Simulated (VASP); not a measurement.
## NaCl: single point with PBEsol

The system is NaCl.

```
Na Cl
1.0
     2.82896    2.82896    0.00000
    -2.82896    2.82896    0.00000
     0.00000    2.82896    2.78956
Na Cl
1 1
Direct
  0.00000 0.00000 0.00000
  0.50000 0.50000 0.00000
```

This cell differs from its parent crystal: in-plane strain +0.01, then relaxed in part.

```json
{
  "Program": "VASP 6.6.1",
  "Task": "single point",
  "Functional": "PBEsol",
  "Potentials or basis": "VASP PAW PBE potentials, release 64 (Na_pv, Cl)",
  "Cutoff": "520 eV",
  "k mesh": "8 × 8 × 8",
  "Occupations": "gaussian, width 0.01 eV",
  "Spin": "no spin polarisation",
  "Dipole correction": "no",
  "Further INCAR settings": "ALGO = Normal; EDIFF = 1e-06; NBANDS = 14"
}
```

```yaml
Pressure: -0.4 GPa
Band_gap_on_the_k_mesh: 4.94 eV
```

Stress tensor (GPa, compression positive):
```
-0.55  0.00  0.00
 0.00 -0.55  0.00
 0.00  0.00  0.02
```

Levels at points of the mesh, in eV from the valence-band top:
```tsv
k point	band 4	band 5	band 6	band 7	band 8	band 9	band 10	band 11
(0.00, 0.00, 0.00)	-12.66	-0.01	0.00	0.00	4.94	10.96	10.96	11.07
(0.50, 0.00, 0.00)	-12.31	-1.99	-0.28	-0.27	7.08	10.53	10.80	10.94
(0.50, 0.50, 0.00)	-12.26	-1.72	-0.63	-0.59	7.45	7.90	11.11	14.59
(0.00, 0.00, 0.50)	-12.25	-1.71	-0.64	-0.64	7.44	7.85	11.24	14.59
```

Wall time 44 s on 1 thread of Intel Xeon 8259CL, with other jobs on the host, peak memory 0.18 GiB.

Caveat: the cell differs from its parent crystal (in-plane strain +0.01, then relaxed in part); the PAW data sets were made with another functional, which shifts forces and pressure a little.
